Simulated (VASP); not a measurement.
# Si16Ge (a cell with a defect) in VASP: notebook, part 3 of 3

VASP 6.6.1.

## 4. Single point, PBEsol

INCAR

```
SYSTEM = Si16Ge
PREC = Accurate
ENCUT = 520
EDIFF = 1E-6
ISMEAR = 0
SIGMA = 0.05
LREAL = Auto
LASPH = .TRUE.
NELM = 100
ALGO = Normal
ISIF = 2
LWAVE = .FALSE.
LCHARG = .TRUE.
GGA = PS
LELF = .TRUE.
LVHAR = .TRUE.
NBANDS = 53
```

KPOINTS

```
Automatic mesh
0
G
  2 2 2
  0 0 0
```

POSCAR

```
Si16Ge
1.0
    0.0000000000      5.4300000000      5.4300000000
    5.4300000000      0.0000000000      5.4300000000
    5.4300000000      5.4300000000      0.0000000000
Si Ge
16 1
Direct
   -0.0045681400      0.0047421731     -0.0046819521
    0.1209688766      0.1371325967      0.1209651934
   -0.0045128913      0.0047364641      0.5041832413
    0.1273218232      0.1244763352      0.6239612339
   -0.0002919890      0.5009000921     -0.0007676796
    0.1212036832      0.6211874770      0.1211381215
   -0.0044397790      0.4958515654      0.5041348066
    0.1213667587      0.6215430018      0.6356275322
    0.5043567219      0.0047432781     -0.0046600368
    0.6240729282      0.1244406998      0.1272791897
    0.4999516575      0.0001466851      0.4998818600
    0.6241355433      0.1245114180      0.6239900552
    0.5043248619      0.4958023941     -0.0046042357
    0.6360619705      0.6213790976      0.1211986188
    0.5042662063      0.4959093002      0.5040999079
    0.6241879374      0.6274444751      0.6240389503
    0.2495543278      0.7513370166      0.2489117864
```

Potentials or basis: VASP PAW PBE potentials, release 64 (Si, Ge_d).

On the command line:

```console
> cat potpaw_PBE.64/Si/POTCAR potpaw_PBE.64/Ge_d/POTCAR > POTCAR
> mpirun -np 1 vasp_std > vasp.out
```

OUTCAR:

```text
SYSTEM = Si16Ge
   PREC = Accurate
   ENCUT = 520
   EDIFF = 1E-6
   ISMEAR = 0
   LREAL = Auto
   LASPH = .TRUE.
   NELM = 100
   ISIF = 2
   GGA = PS

 ion  position               nearest neighbor table
   1  0.995  0.005  0.995-   4 2.33  10 2.33   6 2.41   2 2.41  17 2.76
   2  0.121  0.137  0.121-   5 2.28   3 2.40   9 2.40   1 2.41  17 2.42
   3  0.995  0.005  0.504-  12 2.33   4 2.33   8 2.40   2 2.40  17 2.76
   4  0.127  0.124  0.624-   3 2.33   1 2.33   7 2.33  11 2.34
   5  1.000  0.501  0.999-   8 2.28  14 2.28   6 2.28   2 2.28
   6  0.121  0.621  0.121-   5 2.28   7 2.40  13 2.40   1 2.41  17 2.42
   7  0.996  0.496  0.504-  16 2.33   4 2.33   8 2.40   6 2.40  17 2.77
   8  0.121  0.622  0.636-   5 2.28  15 2.40   7 2.40   3 2.40  17 2.42
   9  0.504  0.005  0.995-  12 2.33  10 2.33  14 2.40   2 2.40  17 2.76
  10  0.624  0.124  0.127-   9 2.33   1 2.33  13 2.33  11 2.34
  11  0.500  0.000  0.500-  10 2.34   4 2.34  12 2.34  16 2.34
  12  0.624  0.125  0.624-   9 2.33   3 2.33  15 2.33  11 2.34
  13  0.504  0.496  0.995-  16 2.33  10 2.33  14 2.40   6 2.40  17 2.76
  14  0.636  0.621  0.121-   5 2.28  15 2.40  13 2.40   9 2.40  17 2.42
  15  0.504  0.496  0.504-  16 2.33  12 2.33   8 2.40  14 2.40  17 2.77
  16  0.624  0.627  0.624-  13 2.33   7 2.33  15 2.33  11 2.34
  17  0.250  0.751  0.249-   2 2.42   6 2.42  14 2.42   8 2.42   1 2.76   9 2.76   3 2.76  13 2.76
                             7 2.77  15 2.77

  LATTYP: Found a face centered cubic cell.
 ALAT       =    10.8600000000

  Lattice vectors:

 A1 = (   0.0000000000,   5.4300000000,   5.4300000000)
 A2 = (   5.4300000000,   0.0000000000,   5.4300000000)
 A3 = (   5.4300000000,   5.4300000000,   0.0000000000)

Analysis of symmetry for initial positions (statically):
=====================================================================
 Subroutine PRICEL returns:
 Original cell was already a primitive cell.

 Routine SETGRP: Setting up the symmetry group for a
 face centered cubic supercell.

 Subroutine GETGRP returns: Found  1 space group operations
 (whereof  1 operations were pure point group operations)
 out of a pool of 48 trial point group operations.

The static configuration has the point symmetry C_1 .

Analysis of symmetry for dynamics (positions and initial velocities):
=====================================================================
 Subroutine PRICEL returns:
 Original cell was already a primitive cell.

 Routine SETGRP: Setting up the symmetry group for a
 face centered cubic supercell.

 Subroutine GETGRP returns: Found  1 space group operations
 (whereof  1 operations were pure point group operations)
 out of a pool of 48 trial point group operations.

The dynamic configuration has the point symmetry C_1 .

 Subroutine INISYM returns: Found  1 space group operations
 (whereof  1 operations are pure point group operations),
 and found     1 'primitive' translations

----------------------------------------------------------------------------------------

                                     Primitive cell

  volume of cell :     320.2060

  direct lattice vectors                    reciprocal lattice vectors
     0.000000000  5.430000000  5.430000000    -0.092081031  0.092081031  0.092081031
[... 78 lines left out ...]
  0.500000  0.500000  0.000000      1.000000
  0.000000  0.500000  0.500000      1.000000
  0.500000  0.000000  0.500000      1.000000
   k-points           NKPTS =      8   k-points in BZ     NKDIM =      8   number of bands    NBANDS=     53
   number of dos      NEDOS =    301   number of ions     NIONS =     17
   total plane-waves  NPLWV = 216000
   dimension x,y,z NGX =    60 NGY =   60 NGZ =   60
   dimension x,y,z NGXF=   120 NGYF=  120 NGZF=  120
   ions per type =              16   1
   NGX,Y,Z   is equivalent  to a cutoff of  12.99, 12.99, 12.99 a.u.
   NGXF,Y,Z  is equivalent  to a cutoff of  25.98, 25.98, 25.98 a.u.
 SYSTEM =  Si16Ge
   PREC   = accura    normal or accurate (medium, high low for compatibility)
   ISTART =      0    job   : 0-new  1-cont  2-samecut
   ICHARG =      2    charge: 1-file 2-atom 10-const
   ISPIN  =      1    spin polarized calculation?
   LNONCOLLINEAR =      F non collinear calculations
   LSORBIT =      F    spin-orbit coupling
   LASPH  =      T    aspherical Exc in radial PAW
   ENCUT  =  520.0 eV  38.22 Ry    6.18 a.u.  14.28 14.28 14.28*2*pi/ulx,y,z
   NELM   =    100;   NELMIN=  2; NELMDL= -5     # of ELM steps
   EDIFF  = 0.1E-05   stopping-criterion for ELM
   LREAL  =      T    real-space projection
   EDIFFG = 0.1E-04   stopping-criterion for IOM
   NSW    =      0    number of steps for IOM
   IBRION =     -1    ionic relax: 0-MD 1-quasi-New 2-CG
   NFREE  =      0    steps in history (QN), initial steepest desc. (CG)
   ISIF   =      2    stress and relaxation
   ISYM   =      2    0-nonsym 1-usesym 2-fastsym
   POTIM  = 0.5000    time-step for ionic-motion
   TEBEG  =    0.0;   TEEND  =   0.0 temperature during run
   PSTRESS=    0.0 pullay stress
   NELECT =      78.0000    total number of electrons
   NUPDOWN=      -1.0000    fix difference up-down
   EMIN   =  10.00;   EMAX   =-10.00  energy-range for DOS
   EFERMI =   0.00;   METHOD = LEGACY
   ISMEAR =     0;   SIGMA  =   0.05  broadening in eV -4-tet -1-fermi 0-gaus
   EFERMI_NEDOS =   21; number of points for ismear=-14 and -15
   IALGO  =     38    algorithm
   IMIX   =      4    mixing-type and parameters
     AMIX     =   0.40;   BMIX     =  1.00
     AMIX_MAG =   1.60;   BMIX_MAG =  1.00
  volume/ion in A,a.u.               =      18.84       127.11
  Fermi-wavevector in a.u.,A,eV,Ry     =   1.022421  1.932096 14.222785  1.045345
  Thomas-Fermi vector in A             =   2.156100
   LORBIT       =      0    0 simple, 1 ext, 2 COOP (PROOUT), +10 PAW based schemes
   GGA     = PS    functional components
   LHFCALC =     F    Hartree Fock is set to
   AEXX    =    0.0000 exact exchange contribution
   IVDW    =     0    specifies the selected vdW correction
   LEPSILON=     F    determine dielectric tensor
   LRPA    =     F    only Hartree local field effects (RPA)
 non-spin polarized calculation
 Gauss-broadening in eV      SIGMA  =   0.05
  energy-cutoff  :      520.00
  volume of cell :      320.21
 maximum number of plane-waves:      8646
 NGX is ok and might be reduce to    60
   NGX = 29   NGY = 29   NGZ = 29

 number of electron      77.9999998 magnetization

 Free energy of the ion-electron system (eV)
  ---------------------------------------------------
  ext. energy  EPLUGINS =         0.00000000
  ---------------------------------------------------
  free energy    TOTEN  =       -92.78725464 eV

  energy without entropy =      -92.77908335  energy(sigma->0) =      -92.78316899

 E-fermi :   6.7943     XC(G=0):  -9.8842

 val. band max:        6.5604234135   @ k =   0.0000   0.0000   0.0000
 cond. band min:       6.7959633587   @ k =   0.0000   0.0000   0.0000
 fundamental gap:      0.2355399451
 Fermi energy:         6.7942660737

 k-point     1 :       0.0000    0.0000    0.0000
  band No.  band energies     occupation
      1     -18.2736      2.00000
      2     -18.2735      2.00000
      3     -18.2735      2.00000
      4     -18.2596      2.00000
      5     -18.2595      2.00000
      6      -6.6128      2.00000
[... 421 lines left out ...]
     50      10.2112      0.00000
     51      10.2161      0.00000
 [bands above 51 left out]

------------------------ aborting loop because EDIFF is reached ----------------------------------------

  FORCE on cell =-STRESS in cart. coord.  units (eV):
  Direction    XX          YY          ZZ          XY          YZ          ZX
  --------------------------------------------------------------------------------------
  -------------------------------------------------------------------------------------
  Total        9.4453780      9.4367188      9.4439722      0.0027517     -0.0037913     -0.0041771
  in kB       47.2607314     47.2174047     47.2536978      0.0137686     -0.0189701     -0.0209004
  external PRESSURE =      47.2439446 kB  Pullay stress =       0.0000000 kB

 VOLUME and BASIS-vectors are now :
 -----------------------------------------------------------------------------
  energy-cutoff  :      520.00
  volume of cell :      320.21
      direct lattice vectors                 reciprocal lattice vectors
     0.000000000  5.430000000  5.430000000    -0.092081031  0.092081031  0.092081031
     5.430000000  0.000000000  5.430000000     0.092081031 -0.092081031  0.092081031
     5.430000000  5.430000000  0.000000000     0.092081031  0.092081031 -0.092081031

 POSITION                                       TOTAL-FORCE (eV/Angst)
 -----------------------------------------------------------------------------------
      5.43033     10.80977      5.43094         0.000407      0.009784     -0.001565
      1.40147      1.31370      1.40149         0.001720     -0.012217      0.006947
      2.76343      8.14321      5.43121        -0.003917      0.001597      0.000064
      4.06402      4.07947      1.36726         0.003830     -0.003868     -0.003246
      8.14572     10.85425      8.14830        -0.001469      0.007913     -0.005097
      4.03083      1.31592      4.03118         0.005226     -0.006548      0.009932
[... 9 lines left out ...]
      6.79555      6.77787      6.79636        -0.002340      0.001495     -0.002148
      5.43135      2.70667      5.43484        -0.005568      0.019201     -0.011754
 -----------------------------------------------------------------------------------
    total drift:                                0.002637     -0.003384      0.002785

  FREE ENERGIE OF THE ION-ELECTRON SYSTEM (eV)
  ---------------------------------------------------
  free  energy   TOTEN  =       -92.7872546354 eV

  energy  without entropy=      -92.7790833477  energy(sigma->0) =      -92.78316899
```

Run time: 96 s. Hardware: 1 thread of Intel Xeon 6975P-C (Granite Rapids), shared host; peak memory 0.48 GiB.

Results:

| Property | Result |
| --- | --- |
| Free energy | -92.7873 eV |
| Pressure | 4.7 GPa |
| Largest force | 0.023 eV/Å |
| Band gap on the k mesh | zero (bands 39 and 40 overlap by 0.31 eV) |

Forces in eV/Å, atoms in the order of the input:
```
Si   0.000  0.010 -0.002
Si   0.002 -0.012  0.007
Si  -0.004  0.002  0.000
Si   0.004 -0.004 -0.003
Si  -0.001  0.008 -0.005
Si   0.005 -0.007  0.010
Si  -0.002  0.001  0.001
Si  -0.002 -0.012  0.008
Si   0.001  0.002 -0.007
Si  -0.004 -0.004  0.004
Si  -0.001  0.003 -0.002
Si   0.003  0.002  0.003
Si   0.003  0.003 -0.002
Si   0.005 -0.013  0.002
Si  -0.001  0.000  0.000
Si  -0.002  0.001 -0.002
Ge  -0.006  0.019 -0.012
```

Caveat: the k points lie up to 0.50 Å⁻¹ apart; the PAW data sets were made with another functional, which shifts forces and pressure a little.
